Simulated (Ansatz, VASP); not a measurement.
# BN in VASP and in Ansatz

```
B N
1.0
     1.25112    0.72233    3.37293
    -1.25112    0.72233    3.37293
     0.00000   -1.44467    3.37293
B N
1 1
Direct
  0.99967 0.99967 0.99967
  0.33276 0.33276 0.33276
```

Alike in both runs: task single point; functional LDA; k mesh 10 × 10 × 10; no spin polarisation.

|  | VASP | Ansatz |
| --- | --- | --- |
| version | VASP 6.6.1 | Ansatz 0.2.0 |
| potentials or method | VASP PAW LDA potentials, release 64 (B, N), cutoff 520 eV | plane waves, PAW |
| occupations | gaussian, width 0.01 eV | fixed |
| valence electrons in the cell | 8 | 8 |

```tsv
	VASP	Ansatz	Ansatz less VASP
gap on the k mesh at the Fermi level (eV)	4.05	4.07	+0.015
```

LDA's correlation is that of Perdew and Zunger in VASP and of Perdew and Wang (1992) in Ansatz.
